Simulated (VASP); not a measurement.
# Sr3Ca (I4/mmm) in VASP: notebook

The runs below take Sr3Ca through single point, with LDA.

All numbers are computed with VASP 6.6.1; they aren't measurements. Logs are shortened: lines on timing, memory, paths and dates and some standing lists are left out, and cuts for length are marked.

## Step 1: The cell of the first run

Symmetry: I4/mmm, No. 139, tetragonal system. The conventional cell has a = 5.985 Å, b = 5.985 Å, c = 11.913 Å, α = 90.00°, β = 90.00°, γ = 90.00°. Within 5.5 Å of Sr (site symmetry -4m2) lie 8 Sr at 4.22 to 4.23 Å and 4 Ca at 4.22 Å. Sr (site symmetry 4/mmm) has 8 Sr at 4.22 Å and 4 Ca at 4.23 Å within 5.5 Å. Ca (site symmetry 4/mmm) has 12 Sr at 4.22 to 4.23 Å within 5.5 Å.

## Step 2: Single point, LDA

The input, INCAR:

```
SYSTEM = Sr3Ca
PREC = Accurate
ENCUT = 520
EDIFF = 1E-7
ISMEAR = 1
SIGMA = 0.1
LREAL = .FALSE.
LASPH = .TRUE.
NELM = 100
ALGO = Normal
ISIF = 2
LWAVE = .FALSE.
LCHARG = .FALSE.
NBANDS = 28
```

The input, KPOINTS:

```
regular mesh
0
G
  6 6 6
  0 0 0
```

The input, POSCAR:

```
Sr3Ca
1.0
   -2.9927190000      2.9927190000      5.9567060000
    2.9927190000     -2.9927190000      5.9567060000
    2.9927190000      2.9927190000     -5.9567060000
Sr Ca
3 1
Direct
    0.7500000000      0.2500000000      0.5000000000
    0.2500000000      0.7500000000      0.5000000000
    0.5000000000      0.5000000000      0.0000000000
    0.0000000000      0.0000000000      0.0000000000
```

Potentials or basis: VASP PAW LDA potentials, release 64 (Sr_sv, Ca_sv).

Launch:

```console
cat potpaw_LDA.64/Sr_sv/POTCAR potpaw_LDA.64/Ca_sv/POTCAR > POTCAR
mpirun -np 1 vasp_std > vasp.out
```

OUTCAR:

```text
SYSTEM = Sr3Ca
   PREC = Accurate
   ENCUT = 520
   EDIFF = 1E-7
   ISMEAR = 1
   LREAL = .FALSE.
   LASPH = .TRUE.
   NELM = 100
   ISIF = 2

 ion  position               nearest neighbor table
   1  0.750  0.250  0.500-   3 4.22   3 4.22   3 4.22   3 4.22   2 4.23   2 4.23   2 4.23   2 4.23

   2  0.250  0.750  0.500-   3 4.22   3 4.22   3 4.22   3 4.22   1 4.23   1 4.23   1 4.23   1 4.23

   3  0.500  0.500  0.000-   2 4.22   1 4.22   1 4.22   2 4.22   1 4.22   2 4.22   2 4.22   1 4.22

   4  0.000  0.000  0.000-

  LATTYP: Found a body centered tetragonal cell.
 ALAT       =     5.9854380000
 C/A-ratio  =     1.9903993659

  Lattice vectors:

 A1 = (  -2.9927190000,   2.9927190000,   5.9567060000)
 A2 = (   2.9927190000,  -2.9927190000,   5.9567060000)
 A3 = (   2.9927190000,   2.9927190000,  -5.9567060000)

Analysis of symmetry for initial positions (statically):
=====================================================================
 Subroutine PRICEL returns:
 Original cell was already a primitive cell.

 Routine SETGRP: Setting up the symmetry group for a
 body centered tetragonal supercell.

 Subroutine GETGRP returns: Found 16 space group operations
 (whereof 16 operations were pure point group operations)
 out of a pool of 16 trial point group operations.

The static configuration has the point symmetry D_4h.

Analysis of symmetry for dynamics (positions and initial velocities):
=====================================================================
 Subroutine PRICEL returns:
 Original cell was already a primitive cell.

 Routine SETGRP: Setting up the symmetry group for a
 body centered tetragonal supercell.

 Subroutine GETGRP returns: Found 16 space group operations
 (whereof 16 operations were pure point group operations)
 out of a pool of 16 trial point group operations.

The dynamic configuration has the point symmetry D_4h.

 Subroutine INISYM returns: Found 16 space group operations
 (whereof 16 operations are pure point group operations),
 and found     1 'primitive' translations

----------------------------------------------------------------------------------------

                                     Primitive cell

  volume of cell :     213.4018

[... 83 lines left out ...]
   PREC   = accura    normal or accurate (medium, high low for compatibility)
   ISTART =      0    job   : 0-new  1-cont  2-samecut
   ICHARG =      2    charge: 1-file 2-atom 10-const
   ISPIN  =      1    spin polarized calculation?
   LNONCOLLINEAR =      F non collinear calculations
   LSORBIT =      F    spin-orbit coupling
   LASPH  =      T    aspherical Exc in radial PAW
   ENCUT  =  520.0 eV  38.22 Ry    6.18 a.u.  13.59 13.59 13.59*2*pi/ulx,y,z
   NELM   =    100;   NELMIN=  2; NELMDL= -5     # of ELM steps
   EDIFF  = 0.1E-06   stopping-criterion for ELM
   LREAL  =      F    real-space projection
   EDIFFG = 0.1E-05   stopping-criterion for IOM
   NSW    =      0    number of steps for IOM
   IBRION =     -1    ionic relax: 0-MD 1-quasi-New 2-CG
   NFREE  =      0    steps in history (QN), initial steepest desc. (CG)
   ISIF   =      2    stress and relaxation
   ISYM   =      2    0-nonsym 1-usesym 2-fastsym
   POTIM  = 0.5000    time-step for ionic-motion
   TEBEG  =    0.0;   TEEND  =   0.0 temperature during run
   PSTRESS=    0.0 pullay stress
   NELECT =      40.0000    total number of electrons
   NUPDOWN=      -1.0000    fix difference up-down
   EMIN   =  10.00;   EMAX   =-10.00  energy-range for DOS
   EFERMI =   0.00;   METHOD = LEGACY
   ISMEAR =     1;   SIGMA  =   0.10  broadening in eV -4-tet -1-fermi 0-gaus
   EFERMI_NEDOS =   21; number of points for ismear=-14 and -15
   IALGO  =     38    algorithm
   IMIX   =      4    mixing-type and parameters
     AMIX     =   0.40;   BMIX     =  1.00
     AMIX_MAG =   1.60;   BMIX_MAG =  1.00
  volume/ion in A,a.u.               =      53.35       360.03
  Fermi-wavevector in a.u.,A,eV,Ry     =   0.936905  1.770493 11.943067  0.877791
  Thomas-Fermi vector in A             =   2.063962
   LORBIT       =      0    0 simple, 1 ext, 2 COOP (PROOUT), +10 PAW based schemes
   GGA     = CA    functional components
   LHFCALC =     F    Hartree Fock is set to
   AEXX    =    0.0000 exact exchange contribution
   IVDW    =     0    specifies the selected vdW correction
   LEPSILON=     F    determine dielectric tensor
   LRPA    =     F    only Hartree local field effects (RPA)
 non-spin polarized calculation
 Methfessel and Paxton  Order N= 1 SIGMA  =   0.10
  energy-cutoff  :      520.00
  volume of cell :      213.40
 maximum number of plane-waves:      5796
   NGX = 27   NGY = 27   NGZ = 27

 number of electron      40.0000001 magnetization

 Free energy of the ion-electron system (eV)
  ---------------------------------------------------
  ext. energy  EPLUGINS =         0.00000000
  ---------------------------------------------------
  free energy    TOTEN  =        -7.65753335 eV

  energy without entropy =       -7.65455689  energy(sigma->0) =       -7.65654119

 E-fermi :   1.3963     XC(G=0):  -7.5506

 val. band max:        1.3946994239   @ k =   0.5000   0.5000   0.0000
 cond. band min:       1.3992690916   @ k =   0.3333   0.1667   0.1667
 fundamental gap:      0.0045696677
 Fermi energy:         1.3962775381

 k-point     1 :       0.0000    0.0000    0.0000
  band No.  band energies     occupation
      1     -40.6080      2.00000
      2     -35.0367      2.00000
      3     -35.0198      2.00000
      4     -35.0144      2.00000
      5     -21.8755      2.00000
      6     -21.8755      2.00000
[... 733 lines left out ...]
     27       3.0368     -0.00000
     28       3.6169      0.00000

 [... further k-points ...]
[... 5 lines left out ...]
  --------------------------------------------------------------------------------------
  -------------------------------------------------------------------------------------
  Total       -2.3771941     -2.3771941     -2.3911386      0.0000000     -0.0000000     -0.0000000
  in kB      -17.8474916    -17.8474916    -17.9521844      0.0000000     -0.0000000     -0.0000000
  external PRESSURE =     -17.8823892 kB  Pullay stress =       0.0000000 kB

 VOLUME and BASIS-vectors are now :
 -----------------------------------------------------------------------------
  energy-cutoff  :      520.00
  volume of cell :      213.40
      direct lattice vectors                 reciprocal lattice vectors
    -2.992719000  2.992719000  5.956706000     0.000000000  0.167072151  0.083939009
     2.992719000 -2.992719000  5.956706000     0.167072151  0.000000000  0.083939009
     2.992719000  2.992719000 -5.956706000     0.167072151  0.167072151  0.000000000

 POSITION                                       TOTAL-FORCE (eV/Angst)
 -----------------------------------------------------------------------------------
      0.00000      2.99272      2.97835        -0.000000      0.000000     -0.000000
      2.99272      0.00000      2.97835         0.000000     -0.000000      0.000000
      0.00000      0.00000      5.95671        -0.000000     -0.000000     -0.000000
      0.00000      0.00000      0.00000        -0.000000     -0.000000     -0.000000
 -----------------------------------------------------------------------------------
    total drift:                                0.000000      0.000000      0.000000

  FREE ENERGIE OF THE ION-ELECTRON SYSTEM (eV)
  ---------------------------------------------------
  free  energy   TOTEN  =        -7.6575333454 eV

  energy  without entropy=       -7.6545568906  energy(sigma->0) =       -7.65654119
```

Run time: 3.1 min. Hardware: 1 thread of AMD EPYC 9R45 (Zen 5), shared host; peak memory 0.36 GiB.

What came out:

```yaml
Free_energy: -7.6575 eV
Pressure: -1.8 GPa
Band_gap_on_the_k_mesh: zero (bands 20 and 21 overlap by 0.22 eV)
```

Levels at points of the mesh, in eV from the Fermi level:
| k point | band 16 | band 17 | band 18 | band 19 | band 20 | band 21 | band 22 | band 23 | band 24 | band 25 |
| --- | --- | --- | --- | --- | --- | --- | --- | --- | --- | --- |
| (0.00, 0.00, 0.00) | -18.44 | -3.70 | -0.60 | -0.01 | 0.20 | 0.34 | 0.49 | 0.49 | 0.69 | 0.69 |
| (0.50, 0.00, 0.00) | -18.44 | -2.18 | -2.17 | -0.44 | -0.29 | 0.54 | 0.56 | 0.63 | 0.74 | 0.98 |
| (0.50, 0.50, 0.00) | -18.44 | -1.45 | -1.43 | -1.15 | -1.07 | 0.00 | 0.07 | 0.78 | 0.89 | 1.18 |
| (0.50, 0.50, 0.50) | -18.45 | -2.45 | -2.45 | -0.69 | -0.53 | 0.35 | 0.35 | 0.98 | 0.98 | 1.06 |

## Step 3: Single point, LDA

The input, INCAR:

```
SYSTEM = Sr3Ca
PREC = Accurate ; ENCUT = 520
EDIFF = 1E-6 ; ISMEAR = 1
SIGMA = 0.05 ; LREAL = .FALSE.
LASPH = .TRUE. ; NELM = 80
ALGO = Normal ; ISIF = 2
LWAVE = .FALSE. ; LCHARG = .TRUE.
GGA = CA ; LELF = .TRUE.
LVHAR = .TRUE. ; NBANDS = 28
```

KPOINTS is that of step 2.

POSCAR is that of step 2.

Potentials or basis: VASP PAW LDA potentials, release 64 (Sr_sv, Ca_sv).

Launch:

```console
cat potpaw_LDA.64/Sr_sv/POTCAR potpaw_LDA.64/Ca_sv/POTCAR > POTCAR
mpirun -np 1 vasp_std > vasp.out
```

It took 2.6 min on 1 thread of AMD EPYC 9R45 (Zen 5), shared host; peak memory 0.37 GiB.

Results (log left out):

```
Free energy            : -7.6568 eV
Pressure               : -1.8 GPa
Band gap on the k mesh : zero (bands 20 and 21 overlap by 0.22 eV)
```

Levels at points of the mesh, in eV from the Fermi level:
| k point | band 18 | band 19 | band 20 | band 21 | band 22 | band 23 |
| --- | --- | --- | --- | --- | --- | --- |
| (0.00, 0.00, 0.00) | -0.61 | -0.01 | 0.20 | 0.34 | 0.49 | 0.49 |
| (0.50, 0.00, 0.00) | -2.18 | -0.44 | -0.29 | 0.53 | 0.55 | 0.63 |
| (0.50, 0.50, 0.00) | -1.44 | -1.16 | -1.07 | -0.01 | 0.07 | 0.77 |
| (0.50, 0.50, 0.50) | -2.45 | -0.69 | -0.54 | 0.35 | 0.35 | 0.98 |

## Step 4: Single point, LDA

The input, INCAR:

```
PREC = Accurate ; ENCUT = 520
EDIFF = 1E-6 ; ISMEAR = 1
SIGMA = 0.025 ; LREAL = False
LASPH = True ; NELM = 100
ALGO = Normal ; ISIF = 2
LWAVE = False ; LCHARG = True
GGA = CA ; LELF = True
LVHAR = True ; NBANDS = 28
```

The input, KPOINTS:

```
Automatic mesh
0
Gamma
  6 6 6
```

POSCAR is that of step 3.

Launch:

```console
cat potpaw_LDA.64/Sr_sv/POTCAR potpaw_LDA.64/Ca_sv/POTCAR > POTCAR
mpirun -np 1 vasp_std > vasp.out
```

Wall time 2.6 min (1 thread of AMD EPYC 9R45 (Zen 5), shared host); peak memory 0.37 GiB.

Results (log left out):

```
Free energy            : -7.6570 eV
Pressure               : -1.8 GPa
Band gap on the k mesh : zero (bands 20 and 21 overlap by 0.22 eV)
```

Levels at points of the mesh, in eV from the Fermi level:
| k point | band 17 | band 18 | band 19 | band 20 | band 21 | band 22 | band 23 | band 24 |
| --- | --- | --- | --- | --- | --- | --- | --- | --- |
| (0.00, 0.00, 0.00) | -3.70 | -0.61 | -0.01 | 0.20 | 0.34 | 0.49 | 0.49 | 0.69 |
| (0.50, 0.00, 0.00) | -2.19 | -2.18 | -0.45 | -0.29 | 0.53 | 0.55 | 0.63 | 0.74 |
| (0.50, 0.50, 0.00) | -1.45 | -1.44 | -1.16 | -1.07 | -0.01 | 0.07 | 0.77 | 0.88 |
| (0.50, 0.50, 0.50) | -2.46 | -2.45 | -0.69 | -0.54 | 0.35 | 0.35 | 0.98 | 0.98 |

## Step 5: Summary

| smearing | gap on the mesh (eV) | pressure (GPa) |
| --- | --- | --- |
| methfessel-paxton 0.1 eV | none | -1.8 |
| methfessel-paxton 0.05 eV | none | -1.8 |
| methfessel-paxton 0.025 eV | none | -1.8 |

Alike in all rows: task single point; level LDA; potentials or basis VASP PAW LDA potentials, release 64 (Sr_sv, Ca_sv); no spin polarisation; cell as given; k mesh 6 × 6 × 6; cutoff (eV) 520.

Absolute energies hang on the potentials; compare differences alone.

The gap in the log of VASP goes by the Fermi energy; the results here count the filled bands.